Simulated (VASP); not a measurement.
# Al2Cu (Immm) in VASP: further runs

Runs on Al2Cu. Level: r2SCAN. Tasks: single point.

All numbers are computed with VASP 6.6.1; they aren't measurements. Logs are shortened: lines on timing, memory, paths and dates and some standing lists are left out, and cuts for length are marked.

### Step 1. The cell of the first run

Symmetry: Immm, No. 71, orthorhombic system. The conventional cell has a = 4.055 Å, b = 4.359 Å, c = 5.734 Å, α = 90.00°, β = 90.00°, γ = 90.00°. Within 3.3 Å of Al (site symmetry mm2) lie 4 Cu at 2.48 to 2.61 Å and 6 Al at 2.87 to 2.98 Å. Within 3.3 Å of Cu (site symmetry mmm) lie 8 Al at 2.48 to 2.61 Å.

### Step 2. Single point, r2SCAN (strain +0.0750 x Voigt [0, 1, 0, 0, 0, 0])

The input, POSCAR:

```
Al2Cu
1.0
   -2.0273575169      2.1794093307      2.8669875134
    2.0273575169     -2.1794093307      2.8669875134
    2.0273575169      2.1794093307     -2.8669875134
Al Cu
2 1
Direct
    0.7500000000      0.2500000000      0.5000000000
    0.2500000000      0.7500000000      0.5000000000
    0.5000000000      0.5000000000      0.0000000000
```

The input, INCAR.step1:

```
SYSTEM = Al2Cu
ALGO = Normal ; EDIFF = 1E-4
ENCUT = 520 ; GGA = PE
ISMEAR = 0 ; LASPH = .TRUE.
LCHARG = .FALSE. ; LREAL = .FALSE.
LWAVE = .TRUE. ; NBANDS = 16
NELM = 100 ; PREC = Accurate
SIGMA = 0.15
```

The input, INCAR.step2:

```
SYSTEM = Al2Cu
ALGO = Normal ; EDIFF = 1E-6
ENCUT = 520 ; ISIF = 2
ISMEAR = 0 ; ISTART = 1
LASPH = .TRUE. ; LCHARG = .TRUE.
LELF = .TRUE. ; LMIXTAU = .TRUE.
LREAL = .FALSE. ; LVHAR = .TRUE.
LWAVE = .FALSE. ; METAGGA = R2SCAN
NBANDS = 16 ; NELM = 100
PREC = Accurate ; SIGMA = 0.15
```

The input, KPOINTS:

```
k-points
0
G
  16 16 16
  0 0 0
```

Potentials or basis: VASP PAW PBE potentials, release 64 (Al, Cu).

Launch:

```bash
> cat potpaw_PBE.64/Al/POTCAR potpaw_PBE.64/Cu/POTCAR > POTCAR
> cp INCAR.step1 INCAR
> mpirun -np 1 vasp_std > vasp.out
> cp INCAR.step2 INCAR
> mpirun -np 1 vasp_std > vasp.out
```

OUTCAR:

```text
SYSTEM = Al2Cu
   EDIFF = 1E-6
   ENCUT = 520
   ISIF = 2
   ISMEAR = 0
   ISTART = 1
   LASPH = .TRUE.
   LREAL = .FALSE.
   METAGGA = R2SCAN
   NELM = 100
   PREC = Accurate

 ion  position               nearest neighbor table
   1  0.750  0.250  0.500-   3 2.48   3 2.48   3 2.61   3 2.61   2 2.87   2 2.87   2 2.98   2 2.98
                             2 2.98   2 2.98
   2  0.250  0.750  0.500-   3 2.48   3 2.48   3 2.61   3 2.61   1 2.87   1 2.87   1 2.98   1 2.98
                             1 2.98   1 2.98
   3  0.500  0.500  0.000-   1 2.48   2 2.48   1 2.48   2 2.48   2 2.61   1 2.61   1 2.61   2 2.61

  LATTYP: Found a body centered orthorhombic cell.
 ALAT       =     4.0547150338
 B/A-ratio  =     1.0750000000
 C/A-ratio  =     1.4141499412

  Lattice vectors:

 A1 = (  -2.0273575169,   2.1794093307,   2.8669875134)
 A2 = (   2.0273575169,  -2.1794093307,   2.8669875134)
 A3 = (   2.0273575169,   2.1794093307,  -2.8669875134)

Analysis of symmetry for initial positions (statically):
=====================================================================
 Subroutine PRICEL returns:
 Original cell was already a primitive cell.

 Routine SETGRP: Setting up the symmetry group for a
 body centered orthorhombic supercell.

 Subroutine GETGRP returns: Found  8 space group operations
 (whereof  8 operations were pure point group operations)
 out of a pool of  8 trial point group operations.

The static configuration has the point symmetry D_2h.

Analysis of symmetry for dynamics (positions and initial velocities):
=====================================================================
 Subroutine PRICEL returns:
 Original cell was already a primitive cell.

 Routine SETGRP: Setting up the symmetry group for a
 body centered orthorhombic supercell.

 Subroutine GETGRP returns: Found  8 space group operations
 (whereof  8 operations were pure point group operations)
 out of a pool of  8 trial point group operations.

The dynamic configuration has the point symmetry D_2h.

 Subroutine INISYM returns: Found  8 space group operations
 (whereof  8 operations are pure point group operations),
 and found     1 'primitive' translations

----------------------------------------------------------------------------------------

                                     Primitive cell

  volume of cell :      50.6705

  direct lattice vectors                    reciprocal lattice vectors
    -2.027357517  2.179409331  2.866987513     0.000000000  0.229419959  0.174399085
     2.027357517 -2.179409331  2.866987513     0.246626456  0.000000000  0.174399085
     2.027357517  2.179409331 -2.866987513     0.246626456  0.229419959  0.000000000

  length of vectors
     4.132749803  4.132749803  4.132749803     0.288181468  0.302059017  0.336835459

  position of ions in fractional coordinates (direct lattice)
     0.750000000  0.250000000  0.500000000
     0.250000000  0.750000000  0.500000000
     0.500000000  0.500000000  0.000000000

  ion indices of the primitive-cell ions
   primitive index   ion index
                 1           1
                 2           2
                 3           3

----------------------------------------------------------------------------------------

 KPOINTS: k-points

Automatic generation of k-mesh.
 Grid dimensions read from file:
 generate k-points for:   16   16   16

 Generating k-lattice:

  Cartesian coordinates                     Fractional coordinates (reciprocal lattice)
     0.000000000  0.014338747  0.010899943     0.062500000  0.000000000 -0.000000000
     0.015414154  0.000000000  0.010899943     0.000000000  0.062500000 -0.000000000
     0.015414154  0.014338747  0.000000000     0.000000000 -0.000000000  0.062500000

  Length of vectors
     0.018011342  0.018878689  0.021052216

  Shift w.r.t. Gamma in fractional coordinates (k-lattice)
     0.000000000  0.000000000  0.000000000

 Subroutine IBZKPT returns following result:
 ===========================================

 Found    621 irreducible k-points:

 Following reciprocal coordinates:
            Coordinates               Weight
  0.000000  0.000000  0.000000      1.000000
  0.062500 -0.000000  0.000000      4.000000
  0.125000 -0.000000  0.000000      4.000000
  0.187500  0.000000  0.000000      4.000000
  0.250000 -0.000000  0.000000      4.000000
  0.312500 -0.000000  0.000000      4.000000
[... 16 lines left out ...]
 -0.187500  0.062500  0.000000      8.000000
 -0.125000  0.062500 -0.000000      8.000000
 [... further k-points ...]
   k-points           NKPTS =    621   k-points in BZ     NKDIM =    621   number of bands    NBANDS=     16
   number of dos      NEDOS =    301   number of ions     NIONS =      3
   total plane-waves  NPLWV =  32768
   dimension x,y,z NGX =    32 NGY =   32 NGZ =   32
   dimension x,y,z NGXF=    64 NGYF=   64 NGZF=   64
   ions per type =               2   1
   NGX,Y,Z   is equivalent  to a cutoff of  12.87, 12.87, 12.87 a.u.
   NGXF,Y,Z  is equivalent  to a cutoff of  25.74, 25.74, 25.74 a.u.
 SYSTEM =  Al2Cu
   PREC   = accura    normal or accurate (medium, high low for compatibility)
   ISTART =      1    job   : 0-new  1-cont  2-samecut
   ICHARG =      0    charge: 1-file 2-atom 10-const
   ISPIN  =      1    spin polarized calculation?
   LNONCOLLINEAR =      F non collinear calculations
   LSORBIT =      F    spin-orbit coupling
   LASPH  =      T    aspherical Exc in radial PAW
   ENCUT  =  520.0 eV  38.22 Ry    6.18 a.u.   7.68  7.68  7.68*2*pi/ulx,y,z
   NELM   =    100;   NELMIN=  2; NELMDL=  0     # of ELM steps
   EDIFF  = 0.1E-05   stopping-criterion for ELM
   LREAL  =      F    real-space projection
   EDIFFG = 0.1E-04   stopping-criterion for IOM
   NSW    =      0    number of steps for IOM
   IBRION =     -1    ionic relax: 0-MD 1-quasi-New 2-CG
   NFREE  =      0    steps in history (QN), initial steepest desc. (CG)
   ISIF   =      2    stress and relaxation
   ISYM   =      2    0-nonsym 1-usesym 2-fastsym
   POTIM  = 0.5000    time-step for ionic-motion
   TEBEG  =    0.0;   TEEND  =   0.0 temperature during run
   PSTRESS=    0.0 pullay stress
   NELECT =      17.0000    total number of electrons
   NUPDOWN=      -1.0000    fix difference up-down
   EMIN   =  10.00;   EMAX   =-10.00  energy-range for DOS
   EFERMI =   0.00;   METHOD = LEGACY
   ISMEAR =     0;   SIGMA  =   0.15  broadening in eV -4-tet -1-fermi 0-gaus
   EFERMI_NEDOS =   21; number of points for ismear=-14 and -15
   IALGO  =     38    algorithm
   IMIX   =      4    mixing-type and parameters
     AMIX     =   0.40;   BMIX     =  1.00
     AMIX_MAG =   1.60;   BMIX_MAG =  1.00
  volume/ion in A,a.u.               =      16.89       113.98
  Fermi-wavevector in a.u.,A,eV,Ry     =   1.137556  2.149669 17.606400  1.294034
  Thomas-Fermi vector in A             =   2.274261
   LORBIT       =      0    0 simple, 1 ext, 2 COOP (PROOUT), +10 PAW based schemes
   METAGGA = R2SCAN    functional components
   LHFCALC =     F    Hartree Fock is set to
   AEXX    =    0.0000 exact exchange contribution
   IVDW    =     0    specifies the selected vdW correction
   LEPSILON=     F    determine dielectric tensor
   LRPA    =     F    only Hartree local field effects (RPA)
 non-spin polarized calculation
 Gauss-broadening in eV      SIGMA  =   0.15
  energy-cutoff  :      520.00
  volume of cell :       50.67
 maximum number of plane-waves:      1382
   NGX = 15   NGY = 15   NGZ = 15

 number of electron      17.0000014 magnetization

 Free energy of the ion-electron system (eV)
  ---------------------------------------------------
  ext. energy  EPLUGINS =         0.00000000
  ---------------------------------------------------
  free energy    TOTEN  =       -24.76390412 eV

  energy without entropy =      -24.75442921  energy(sigma->0) =      -24.75916666

 E-fermi :   6.3446     XC(G=0): -10.9060

 val. band max:        6.3415136309   @ k =  -0.3750  -0.3750   0.3750
 cond. band min:       6.3526377651   @ k =  -0.1250  -0.1250   0.0625
 fundamental gap:      0.0111241342
 Fermi energy:         6.3446050892

 k-point     1 :       0.0000    0.0000    0.0000
  band No.  band energies     occupation
      1      -3.9965      2.00000
      2       1.8397      2.00000
      3       1.8756      2.00000
      4       1.8898      2.00000
      5       2.3785      2.00000
      6       2.4345      2.00000
[... 8 lines left out ...]
     15      13.3609      0.00000
     16      13.8059      0.00000

 k-point     2 :       0.0625   -0.0000    0.0000
  band No.  band energies     occupation
      1      -3.9461      2.00000
      2       1.8325      2.00000
      3       1.8825      2.00000
      4       1.8854      2.00000
      5       2.3780      2.00000
      6       2.4328      2.00000
[... 8 lines left out ...]
     15      12.9825      0.00000
     16      13.7361      0.00000

 k-point     3 :       0.1250   -0.0000    0.0000
  band No.  band energies     occupation
      1      -3.7952      2.00000
      2       1.7861      2.00000
      3       1.8933      2.00000
      4       1.9015      2.00000
      5       2.3776      2.00000
      6       2.4288      2.00000
[... 8 lines left out ...]
     15      12.4797      0.00000
     16      13.4091      0.00000

 k-point     4 :       0.1875    0.0000    0.0000
  band No.  band energies     occupation
      1      -3.5453      2.00000
      2       1.6834      2.00000
      3       1.9166      2.00000
      4       1.9278      2.00000
      5       2.3808      2.00000
      6       2.4260      2.00000
[... 8 lines left out ...]
     15      12.8443      0.00000
     16      13.4461      0.00000
[... 324 lines left out ...]
 k-point    22 :      -0.2500    0.0625   -0.0000
  band No.  band energies     occupation
      1      -3.2889      2.00000
      2       1.5897      2.00000
      3       1.9269      2.00000
      4       1.9546      2.00000
      5       2.3629      2.00000
      6       2.4462      2.00000
[... 8 lines left out ...]
     15      13.1819      0.00000
     16      14.3355      0.00000

 k-point    23 :      -0.1875    0.0625    0.0000
  band No.  band energies     occupation
      1      -3.5997      2.00000
      2       1.7330      2.00000
      3       1.8985      2.00000
      4       1.9289      2.00000
      5       2.3595      2.00000
      6       2.4410      2.00000
[... 8 lines left out ...]
     15      13.1289      0.00000
     16      13.6920      0.00000

 k-point    24 :      -0.1250    0.0625   -0.0000
  band No.  band energies     occupation
      1      -3.8133      2.00000
      2       1.8158      2.00000
      3       1.8728      2.00000
      4       1.9066      2.00000
      5       2.3638      2.00000
      6       2.4384      2.00000
[... 8 lines left out ...]
     15      13.1222      0.00000
     16      13.9088      0.00000

 [... further k-points ...]

------------------------ aborting loop because EDIFF is reached ----------------------------------------

  FORCE on cell =-STRESS in cart. coord.  units (eV):
  Direction    XX          YY          ZZ          XY          YZ          ZX
  --------------------------------------------------------------------------------------
  -------------------------------------------------------------------------------------
  Total       -0.5558274     -4.1001471     -1.1641382      0.0000000      0.0000000      0.0000000
  in kB      -17.5750104   -129.6447943    -36.8095228      0.0000000      0.0000000      0.0000000
  external PRESSURE =     -61.3431092 kB  Pullay stress =       0.0000000 kB

 VOLUME and BASIS-vectors are now :
 -----------------------------------------------------------------------------
  energy-cutoff  :      520.00
  volume of cell :       50.67
      direct lattice vectors                 reciprocal lattice vectors
    -2.027357517  2.179409331  2.866987513     0.000000000  0.229419959  0.174399085
     2.027357517 -2.179409331  2.866987513     0.246626456  0.000000000  0.174399085
     2.027357517  2.179409331 -2.866987513     0.246626456  0.229419959  0.000000000

 POSITION                                       TOTAL-FORCE (eV/Angst)
 -----------------------------------------------------------------------------------
      0.00000      2.17941      1.43349        -0.000000      0.000000      0.226656
      2.02736      0.00000      1.43349         0.000000      0.000000     -0.226656
      0.00000      0.00000      2.86699        -0.000000     -0.000000     -0.000000
 -----------------------------------------------------------------------------------
    total drift:                               -0.000000      0.000000     -0.000000

  FREE ENERGIE OF THE ION-ELECTRON SYSTEM (eV)
  ---------------------------------------------------
  free  energy   TOTEN  =       -24.7639041160 eV

  energy  without entropy=      -24.7544292132  energy(sigma->0) =      -24.75916666
```

Run time: 9.2 min. Hardware: 1 thread of Intel Xeon 6975P-C (Granite Rapids), shared host; peak memory 0.59 GiB.

What came out:

* Free energy: -24.7639 eV
* Pressure: -6.1 GPa
* Largest force: 0.227 eV/Å
* Band gap on the k mesh: zero (an odd number of electrons rules out a gap without spin polarisation)

Forces on the atoms (eV/Å):
```
Al   0.000  0.000  0.227
Al   0.000  0.000 -0.227
Cu   0.000  0.000  0.000
```

Caveat: the cell differs from its parent crystal (strain +0.0750 x Voigt [0, 1, 0, 0, 0, 0]); the stress differs along the axes, from -13 to -2 GPa; the PAW data sets were made with another functional, which shifts forces and pressure a little.

### Step 3. Single point, r2SCAN (strain +0.0875 x Voigt [0, 1, 0, 0, 0, 0])

The input, POSCAR:

```
Al2Cu
1.0
   -2.0273575169      2.2047512996      2.8669875134
    2.0273575169     -2.2047512996      2.8669875134
    2.0273575169      2.2047512996     -2.8669875134
Al Cu
2 1
Direct
    0.7500000000      0.2500000000      0.5000000000
    0.2500000000      0.7500000000      0.5000000000
    0.5000000000      0.5000000000      0.0000000000
```

The input, INCAR.step1:

```
SYSTEM = Al2Cu
  ALGO = Normal
  EDIFF = 1E-4
  ENCUT = 520
  GGA = PE
  ISMEAR = 0
  LASPH = .TRUE.
  LCHARG = .FALSE.
  LREAL = .FALSE.
  LWAVE = .TRUE.
  NBANDS = 16
  NELM = 80
  PREC = Accurate
  SIGMA = 0.15
```

The input, INCAR.step2:

```
SYSTEM = Al2Cu
  ALGO = Normal
  EDIFF = 1E-7
  ENCUT = 520
  ISIF = 2
  ISMEAR = 0
  ISTART = 1
  LASPH = .TRUE.
  LCHARG = .FALSE.
  LMIXTAU = .TRUE.
  LREAL = .FALSE.
  LWAVE = .FALSE.
  METAGGA = R2SCAN
  NBANDS = 16
  NELM = 80
  PREC = Accurate
  SIGMA = 0.15
```

KPOINTS is that of step 2.

Potentials or basis: VASP PAW PBE potentials, release 64 (Al, Cu).

Launch:

```bash
> cat potpaw_PBE.64/Al/POTCAR potpaw_PBE.64/Cu/POTCAR > POTCAR
> cp INCAR.step1 INCAR
> mpirun -np 1 vasp_std > vasp.out
> cp INCAR.step2 INCAR
> mpirun -np 1 vasp_std > vasp.out
```

It took 11 min on 1 thread of Intel Xeon 6975P-C (Granite Rapids), shared host; peak memory 0.59 GiB.

The run converged. Its results:

```yaml
Free_energy: -24.7137 eV
Pressure: -6.8 GPa
Largest_force: 0.246 eV/Å
Band_gap_on_the_k_mesh: zero (an odd number of electrons rules out a gap without spin polarisation)
```

Forces on the atoms (eV/Å):
```
Al   0.000  0.000  0.246
Al   0.000  0.000 -0.246
Cu   0.000  0.000  0.000
```

Stress tensor (GPa, compression positive):
```
 -1.95   0.00   0.00
  0.00 -14.34   0.00
  0.00   0.00  -4.08
```

Levels at points of the mesh, in eV from the Fermi level:
| k point | band 6 | band 7 | band 8 | band 9 | band 10 | band 11 | band 12 | band 13 |
| --- | --- | --- | --- | --- | --- | --- | --- | --- |
| (0.00, 0.00, 0.00) | -3.86 | 2.42 | 2.51 | 2.57 | 2.76 | 3.29 | 3.60 | 4.72 |
| (0.50, 0.00, 0.00) | -3.84 | -3.76 | 0.83 | 0.97 | 3.19 | 3.25 | 4.15 | 5.05 |
| (0.00, 0.50, 0.00) | -3.85 | -3.82 | 0.16 | 0.55 | 2.35 | 2.53 | 3.99 | 4.52 |
| (0.50, 0.50, 0.00) | -3.76 | -3.68 | -2.03 | -1.72 | 0.44 | 1.91 | 8.80 | 9.65 |
| (0.50, 0.50, 0.50) | -3.76 | -3.60 | -2.67 | -1.57 | -0.31 | 1.94 | 9.37 | 10.39 |

Caveat: the cell differs from its parent crystal (strain +0.0875 x Voigt [0, 1, 0, 0, 0, 0]); the stress differs along the axes, from -14 to -2 GPa; the PAW data sets were made with another functional, which shifts forces and pressure a little.

[end of part 1 of 2]
